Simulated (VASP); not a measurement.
A run of VASP 6.6.1:

INCAR

```
SYSTEM = Rb
PREC = Accurate ; ENCUT = 520
EDIFF = 1E-6 ; ISMEAR = -1
SIGMA = 0.03 ; LREAL = .FALSE.
LASPH = .TRUE. ; NELM = 100
ALGO = Normal ; ISIF = 2
LWAVE = .FALSE. ; LCHARG = .FALSE.
GGA = PE ; NBANDS = 10
```

KPOINTS

```
Automatic mesh
0
G
  11 11 11
  0 0 0
```

POSCAR

```
Rb
1.0
    0.0000000000      3.5757758667      3.5757758667
    3.5757758667      0.0000000000      3.5757758667
    3.5757758667      3.5757758667      0.0000000000
Rb
1
Direct
    0.0000000000      0.0000000000      0.0000000000
```

Potentials or basis: VASP PAW PBE potentials, release 64 (Rb_sv).

Launch:

```bash
$ cat potpaw_PBE.64/Rb_sv/POTCAR > POTCAR
$ mpirun -np 1 vasp_std > vasp.out
```

Hardware: 1 thread of AMD EPYC 7R13 Processor (Zen 3), with other jobs on the host.

Problem. Estimate the wall time of this run.

Solution. It took 31 s on 1 thread of AMD EPYC 7R13 Processor (Zen 3) (shared host), peak memory 0.21 GiB. Counts: scf iterations 10, k points 56.
